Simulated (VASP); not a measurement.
# Hf (Fm-3m) in VASP: further runs, part 2 of 2

VASP 6.6.1. Earlier steps stand in the parts before.

### 3 Single point, r2SCAN

This run uses another cell than the first one, of 21.88 Å³/atom, 1.020 times its volume.

Contents of POSCAR:

```
Hf
1.0
    0.0000000000      2.2200000000      2.2200000000
    2.2200000000      0.0000000000      2.2200000000
    2.2200000000      2.2200000000      0.0000000000
Hf
1
Direct
    0.0000000000      0.0000000000      0.0000000000
```

Contents of INCAR.step1:

```
PREC = Accurate ; ENCUT = 520
ISMEAR = -1 ; SIGMA = 0.05
LREAL = F ; LASPH = T
NELM = 100 ; NBANDS = 11
GGA = PE ; ALGO = Normal
EDIFF = 1E-4 ; LWAVE = T
LCHARG = F
```

Contents of INCAR.step2:

```
PREC = Accurate ; ENCUT = 520
EDIFF = 1E-6 ; ISMEAR = -1
SIGMA = 0.05 ; LREAL = F
LASPH = T ; NELM = 100
ALGO = Normal ; ISIF = 2
LWAVE = F ; LCHARG = T
METAGGA = R2SCAN ; LMIXTAU = T
LELF = T ; LVHAR = T
NBANDS = 11 ; ISTART = 1
```

Contents of KPOINTS:

```
Automatic mesh
0
Gamma
  10 10 10
```

Potentials or basis: VASP PAW PBE potentials, release 64 (Hf_pv).

On the command line:

```bash
$ cat potpaw_PBE.64/Hf_pv/POTCAR > POTCAR
$ cp INCAR.step1 INCAR
$ mpirun -np 1 vasp_std > vasp.out
$ cp INCAR.step2 INCAR
$ mpirun -np 1 vasp_std > vasp.out
```

OUTCAR:

```text
PREC = Accurate
   ENCUT = 520
   EDIFF = 1E-6
   ISMEAR = -1
   LREAL = F
   LASPH = T
   NELM = 100
   ISIF = 2
   METAGGA = R2SCAN
   ISTART = 1

 ion  position               nearest neighbor table
   1  0.000  0.000  0.000-

  LATTYP: Found a face centered cubic cell.
 ALAT       =     4.4400000000

  Lattice vectors:

 A1 = (   0.0000000000,   2.2200000000,   2.2200000000)
 A2 = (   2.2200000000,   0.0000000000,   2.2200000000)
 A3 = (   2.2200000000,   2.2200000000,   0.0000000000)

Analysis of symmetry for initial positions (statically):
=====================================================================
 Subroutine PRICEL returns:
 Original cell was already a primitive cell.

 Routine SETGRP: Setting up the symmetry group for a
 face centered cubic supercell.

 Subroutine GETGRP returns: Found 48 space group operations
 (whereof 48 operations were pure point group operations)
 out of a pool of 48 trial point group operations.

The static configuration has the point symmetry O_h .

Analysis of symmetry for dynamics (positions and initial velocities):
=====================================================================
 Subroutine PRICEL returns:
 Original cell was already a primitive cell.

 Routine SETGRP: Setting up the symmetry group for a
 face centered cubic supercell.

 Subroutine GETGRP returns: Found 48 space group operations
 (whereof 48 operations were pure point group operations)
 out of a pool of 48 trial point group operations.

The dynamic configuration has the point symmetry O_h .

 Subroutine INISYM returns: Found 48 space group operations
 (whereof 48 operations are pure point group operations),
 and found     1 'primitive' translations

----------------------------------------------------------------------------------------

                                     Primitive cell

  volume of cell :      21.8821

[... 105 lines left out ...]
     AMIX     =   0.40;   BMIX     =  1.00
     AMIX_MAG =   1.60;   BMIX_MAG =  1.00
  volume/ion in A,a.u.               =      21.88       147.67
  Fermi-wavevector in a.u.,A,eV,Ry     =   1.260991  2.382927 21.634588  1.590097
  Thomas-Fermi vector in A             =   2.394472
   LORBIT       =      0    0 simple, 1 ext, 2 COOP (PROOUT), +10 PAW based schemes
   METAGGA = R2SCAN    functional components
   LHFCALC =     F    Hartree Fock is set to
   AEXX    =    0.0000 exact exchange contribution
   IVDW    =     0    specifies the selected vdW correction
   LEPSILON=     F    determine dielectric tensor
   LRPA    =     F    only Hartree local field effects (RPA)
 non-spin polarized calculation
  energy-cutoff  :      520.00
  volume of cell :       21.88
 maximum number of plane-waves:       609
   NGX = 11   NGY = 11   NGZ = 11

 number of electron      10.0000000 magnetization

 Free energy of the ion-electron system (eV)
  ---------------------------------------------------
  ext. energy  EPLUGINS =         0.00000000
  ---------------------------------------------------
  free energy    TOTEN  =       -45.06713859 eV

  energy without entropy =      -45.05565249  energy(sigma->0) =      -45.06139554

 E-fermi :   4.7499     XC(G=0): -12.2833

 val. band max:        4.7389199685   @ k =   0.5000   0.1000   0.0000
 cond. band min:       4.8448268879   @ k =  -0.2000   0.1000   0.0000
 fundamental gap:      0.1059069194
 Fermi energy:         4.7499069248

 k-point     1 :       0.0000    0.0000    0.0000
  band No.  band energies     occupation
      1     -26.2634      2.00000
      2     -26.2634      2.00000
      3     -26.2634      2.00000
      4      -2.8680      2.00000
      5       6.3776      0.00000
      6       6.3776      0.00000
      7       6.3776      0.00000
      8       9.4543      0.00000
      9       9.4543      0.00000
     10      16.6747      0.00000
     11      16.8353      0.00000
[... 309 lines left out ...]
 k-point    24 :       0.4000    0.3000    0.0000
  band No.  band energies     occupation
      1     -26.9574      2.00000
      2     -26.5408      2.00000
      3     -26.5112      2.00000
      4       1.2848      2.00000
      5       3.1976      2.00000
      6       5.7169      0.00000
      7       9.2292      0.00000
      8      10.2396      0.00000
      9      11.4844      0.00000
     10      16.8332      0.00000
     11      17.3623      0.00000

 [... further k-points ...]
[... 5 lines left out ...]
  --------------------------------------------------------------------------------------
  -------------------------------------------------------------------------------------
  Total        0.2824847      0.2824847      0.2824847     -0.0000000      0.0000000      0.0000000
  in kB       20.6831481     20.6831481     20.6831481     -0.0000000      0.0000000      0.0000000
  external PRESSURE =      20.6831481 kB  Pullay stress =       0.0000000 kB

 VOLUME and BASIS-vectors are now :
 -----------------------------------------------------------------------------
  energy-cutoff  :      520.00
  volume of cell :       21.88
      direct lattice vectors                 reciprocal lattice vectors
     0.000000000  2.220000000  2.220000000    -0.225225225  0.225225225  0.225225225
     2.220000000  0.000000000  2.220000000     0.225225225 -0.225225225  0.225225225
     2.220000000  2.220000000  0.000000000     0.225225225  0.225225225 -0.225225225

 POSITION                                       TOTAL-FORCE (eV/Angst)
 -----------------------------------------------------------------------------------
      0.00000      0.00000      0.00000         0.000000     -0.000000      0.000000
 -----------------------------------------------------------------------------------
    total drift:                               -0.000000      0.000000     -0.000000

  FREE ENERGIE OF THE ION-ELECTRON SYSTEM (eV)
  ---------------------------------------------------
  free  energy   TOTEN  =       -45.0671385894 eV

  energy  without entropy=      -45.0556524858  energy(sigma->0) =      -45.06139554
```

Run time: 19 s. Hardware: 1 thread of Intel Xeon Platinum 8375C at 2.90GHz (Ice Lake), shared host; peak memory 0.14 GiB.

What came out:

| Property | Result |
| --- | --- |
| Free energy | -45.0671 eV |
| Pressure | 2.1 GPa |
| Band gap on the k mesh | zero (band 5 reaches 6.38 eV, above the bottom of band 6 at 4.38 eV) |

Caveat: the PAW data sets were made with another functional, which shifts forces and pressure a little; spin-orbit coupling is left out, which moves the levels of the heavy elements.
